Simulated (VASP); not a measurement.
# Pt (P4/nmm) in VASP: a series of runs, part 3 of 3

VASP 6.6.1. Earlier steps stand in the parts before.

**6. Single point, PBE (mode 6 (200.8 1/cm) frozen in, largest displacement +0.125 Å)**

File INCAR:

```
ALGO     = Fast           # electronic algorithm
EDIFF    = 1E-6           # SCF threshold, eV
ENCUT    = 520            # plane-wave cutoff, eV
GGA      = PE             # functional
ISIF     = 2              # what is computed and relaxed
ISMEAR   = 0              # smearing method
LASPH    = True           # aspherical terms in the spheres
LCHARG   = True           # write CHGCAR
LELF     = True           # ELF
LREAL    = False          # projectors in reciprocal space
LVHAR    = True         
LWAVE    = False          # write WAVECAR
NBANDS   = 17             # bands
NELM     = 60             # most SCF steps
PREC     = Accurate       # precision mode
SIGMA    = 0.15           # smearing width, eV
```

File KPOINTS:

```
k-points
0
Gamma
  18 18 12
```

File POSCAR:

```
Pt
1.0
    0.0000000000     -1.9579000000     -1.9579000000
    0.0000000000      1.9579000000     -1.9579000000
    3.9158000000      0.0000000000      0.0000000000
Pt
2
Direct
    0.5000000000      0.5000000000      0.5319219572
    0.0000000000      0.0000000000     -0.0319219572
```

Potentials or basis: VASP PAW PBE potentials, release 64 (Pt).

Run with:

```sh
$ cat potpaw_PBE.64/Pt/POTCAR > POTCAR
$ mpirun -np 1 vasp_std > vasp.out
```

OUTCAR:

```text
EDIFF = 1E-6
   ENCUT = 520
   GGA = PE
   ISIF = 2
   ISMEAR = 0
   LASPH = True
   LREAL = False
   NELM = 60
   PREC = Accurate

 ion  position               nearest neighbor table
   1  0.500  0.500  0.532-   2 2.60   2 2.60   2 2.60   2 2.60   2 2.95   2 2.95   2 2.95   2 2.95

   2  0.000  0.000  0.968-   1 2.60   1 2.60   1 2.60   1 2.60   1 2.95   1 2.95   1 2.95   1 2.95

  LATTYP: Found a simple tetragonal cell.
 ALAT       =     2.7688887338
 C/A-ratio  =     1.4142135624

  Lattice vectors:

 A1 = (   0.0000000000,  -1.9579000000,  -1.9579000000)
 A2 = (   0.0000000000,   1.9579000000,  -1.9579000000)
 A3 = (   3.9158000000,   0.0000000000,   0.0000000000)

Analysis of symmetry for initial positions (statically):
=====================================================================
 Subroutine PRICEL returns:
 Original cell was already a primitive cell.

 Routine SETGRP: Setting up the symmetry group for a
 simple tetragonal supercell.

 Subroutine GETGRP returns: Found 16 space group operations
 (whereof  8 operations were pure point group operations)
 out of a pool of 16 trial point group operations.

The static configuration has the point symmetry C_4v.
[... 164 lines left out ...]

 E-fermi :  11.4461     XC(G=0): -13.4857

 val. band max:       11.4456283128   @ k =   0.4444   0.4444   0.1667
 cond. band min:      11.4461737798   @ k =   0.1667   0.1667   0.1667
 fundamental gap:      0.0005454670
 Fermi energy:        11.4461086075

 k-point     1 :       0.0000    0.0000    0.0000
  band No.  band energies     occupation
      1       1.0573      2.00000
      2       4.1238      2.00000
      3       4.4166      2.00000
      4       7.4331      2.00000
      5       7.4331      2.00000
      6       7.6691      2.00000
[... 457 lines left out ...]
      4       6.7082      2.00000
      5       6.7590      2.00000
      6       8.2007      2.00000
[... 9 lines left out ...]
     16      26.3317      0.00000
     17      28.3134      0.00000

 [... further k-points ...]

------------------------ aborting loop because EDIFF is reached ----------------------------------------

  FORCE on cell =-STRESS in cart. coord.  units (eV):
  Direction    XX          YY          ZZ          XY          YZ          ZX
  --------------------------------------------------------------------------------------
  -------------------------------------------------------------------------------------
  Total        3.7962798      4.1557622      4.1557622      0.0000000      0.0000000      0.0000000
  in kB      202.5989925    221.7837696    221.7837696      0.0000000      0.0000000      0.0000000
  external PRESSURE =     215.3888439 kB  Pullay stress =       0.0000000 kB

 VOLUME and BASIS-vectors are now :
 -----------------------------------------------------------------------------
  energy-cutoff  :      520.00
  volume of cell :       30.02
      direct lattice vectors                 reciprocal lattice vectors
     0.000000000 -1.957900000 -1.957900000     0.000000000 -0.255375658 -0.255375658
     0.000000000  1.957900000 -1.957900000     0.000000000  0.255375658 -0.255375658
     3.915800000  0.000000000  0.000000000     0.255375658  0.000000000  0.000000000

 POSITION                                       TOTAL-FORCE (eV/Angst)
 -----------------------------------------------------------------------------------
      2.08290      0.00000     -1.95790        -3.729879     -0.000000     -0.000000
      3.79080      0.00000      0.00000         3.729879      0.000000      0.000000
 -----------------------------------------------------------------------------------
    total drift:                                0.000000      0.000000     -0.000000

  FREE ENERGIE OF THE ION-ELECTRON SYSTEM (eV)
  ---------------------------------------------------
  free  energy   TOTEN  =       -11.7183444999 eV

  energy  without entropy=      -11.6747338272  energy(sigma->0) =      -11.69653916
```

OSZICAR:

```text
N       E                     dE             d eps       ncg     rms          rms(c)
DAV:   1     0.105518162871E+03    0.10552E+03   -0.10287E+04 13290   0.112E+03
DAV:   2    -0.105451631211E+02   -0.11606E+03   -0.11029E+03 14165   0.248E+02
DAV:   3    -0.124332758631E+02   -0.18881E+01   -0.18678E+01 16302   0.320E+01
DAV:   4    -0.124434201898E+02   -0.10144E-01   -0.10143E-01 15700   0.247E+00
DAV:   5    -0.124435250659E+02   -0.10488E-03   -0.10487E-03 16393   0.256E-01    0.206E+01
RMM:   6    -0.118085483234E+02    0.63498E+00   -0.83164E-01 13122   0.694E+00    0.111E+01
RMM:   7    -0.117268099241E+02    0.81738E-01   -0.27447E-01 13444   0.400E+00    0.298E+00
RMM:   8    -0.117187811396E+02    0.80288E-02   -0.39000E-02 13692   0.153E+00    0.682E-01
RMM:   9    -0.117183650414E+02    0.41610E-03   -0.27163E-03 14543   0.384E-01    0.218E-01
RMM:  10    -0.117183501543E+02    0.14887E-04   -0.45525E-04 14670   0.152E-01    0.113E-01
RMM:  11    -0.117183478513E+02    0.23029E-05   -0.88705E-05 14666   0.635E-02    0.243E-02
RMM:  12    -0.117183439531E+02    0.38983E-05   -0.26046E-05 14405   0.365E-02    0.314E-03
RMM:  13    -0.117183444999E+02   -0.54685E-06   -0.32847E-06 11700   0.119E-02
   1 F= -.11718344E+02 E0= -.11696539E+02  d E =-.436107E-01
```

Wall time 1.9 min (1 thread of Intel Xeon Platinum 8375C at 2.90GHz (Ice Lake), shared host); peak memory 0.28 GiB.

Results:

| Property | Result |
| --- | --- |
| Free energy | -11.7183 eV |
| Pressure | 21.5 GPa |
| Largest force | 3.730 eV/Å |
| Band gap on the k mesh | zero (band 10 reaches 11.92 eV, above the bottom of band 11 at 9.88 eV) |

Forces on the atoms (eV/Å):
```
Pt  -3.730  0.000  0.000
Pt   3.730  0.000  0.000
```

Levels at points of the mesh, in eV from the Fermi level:
```
           k point  band 6  band 7  band 8  band 9  band 10  band 11  band 12  band 13  band 14  band 15
(0.00, 0.00, 0.00)   -3.78   -2.03   -1.88    0.03     0.37     0.37     2.26     8.44    11.41    11.41
(0.50, 0.00, 0.00)   -3.95   -3.42   -3.42   -1.18    -1.18     1.75     1.75     9.77     9.77    14.11
(0.50, 0.50, 0.00)   -0.13    0.25    0.25    0.36     0.36     1.75     1.75     8.80     8.80    11.77
(0.00, 0.00, 0.50)   -3.00   -3.00   -1.87   -1.68    -1.57    -1.57    -0.41    15.12    16.43    16.43
(0.50, 0.00, 0.50)   -3.86   -0.87   -0.87    0.11     0.11     0.12     0.12     5.63     5.63    14.50
(0.50, 0.50, 0.50)   -3.88   -1.85   -1.85    0.36     0.36     6.96     6.96     7.11     7.11     9.62
```

Caveat: the cell differs from its parent crystal (mode 6 (200.8 1/cm) frozen in, largest displacement +0.125 Å); spin-orbit coupling is left out, which moves the levels of the heavy elements; forces of over 1 eV/Å act on the atoms, so gaps and moduli don't describe the material at rest.

**7. Single point, PBE (mode 6 (200.8 1/cm) frozen in, largest displacement +0.075 Å)**

File INCAR:

```
ALGO = Fast ; EDIFF = 1E-6
ENCUT = 520 ; GGA = PE
ISIF = 2 ; ISMEAR = 0
LASPH = True ; LCHARG = False
LREAL = False ; LWAVE = False
NBANDS = 17 ; NELM = 80
PREC = Accurate ; SIGMA = 0.15
```

KPOINTS is that of step 6.

File POSCAR:

```
Pt
1.0
    0.0000000000     -1.9579000000     -1.9579000000
    0.0000000000      1.9579000000     -1.9579000000
    3.9158000000      0.0000000000      0.0000000000
Pt
2
Direct
    0.5000000000      0.5000000000      0.5191531743
    0.0000000000      0.0000000000     -0.0191531743
```

Run with:

```sh
$ cat potpaw_PBE.64/Pt/POTCAR > POTCAR
$ mpirun -np 1 vasp_std > vasp.out
```

It took 1.8 min on 1 thread of Intel Xeon Platinum 8375C at 2.90GHz (Ice Lake), shared host; peak memory 0.28 GiB.

It converged, with:

```yaml
Free_energy: -12.0131 eV
Pressure: 14.8 GPa
Largest_force: 2.185 eV/Å
Band_gap_on_the_k_mesh: zero (band 10 reaches 11.90 eV, above the bottom of band 11 at 10.03 eV)
```

Forces in eV/Å, atoms in the order of the input:
```
Pt  -2.185  0.000  0.000
Pt   2.185  0.000  0.000
```

Stress tensor (GPa, compression positive):
```
14.39  0.00  0.00
 0.00 15.00  0.00
 0.00  0.00 15.00
```

Levels at points of the mesh, in eV from the Fermi level:
| k point | band 7 | band 8 | band 9 | band 10 | band 11 | band 12 | band 13 | band 14 |
| --- | --- | --- | --- | --- | --- | --- | --- | --- |
| (0.00, 0.00, 0.00) | -1.78 | -1.74 | 0.01 | 0.45 | 0.45 | 1.95 | 8.75 | 11.41 |
| (0.50, 0.00, 0.00) | -2.96 | -2.96 | -1.47 | -1.47 | 1.83 | 1.83 | 10.33 | 10.33 |
| (0.50, 0.50, 0.00) | 0.41 | 0.41 | 0.45 | 0.45 | 1.76 | 1.76 | 8.88 | 8.88 |
| (0.00, 0.00, 0.50) | -2.64 | -2.35 | -1.76 | -1.76 | -1.30 | -0.57 | 16.11 | 16.74 |
| (0.50, 0.00, 0.50) | -0.64 | -0.64 | 0.07 | 0.07 | 0.07 | 0.07 | 5.78 | 5.78 |
| (0.50, 0.50, 0.50) | -1.96 | -1.96 | 0.45 | 0.45 | 7.08 | 7.08 | 7.58 | 7.58 |

Caveat: the cell differs from its parent crystal (mode 6 (200.8 1/cm) frozen in, largest displacement +0.075 Å); spin-orbit coupling is left out, which moves the levels of the heavy elements; forces of over 1 eV/Å act on the atoms, so gaps and moduli don't describe the material at rest.
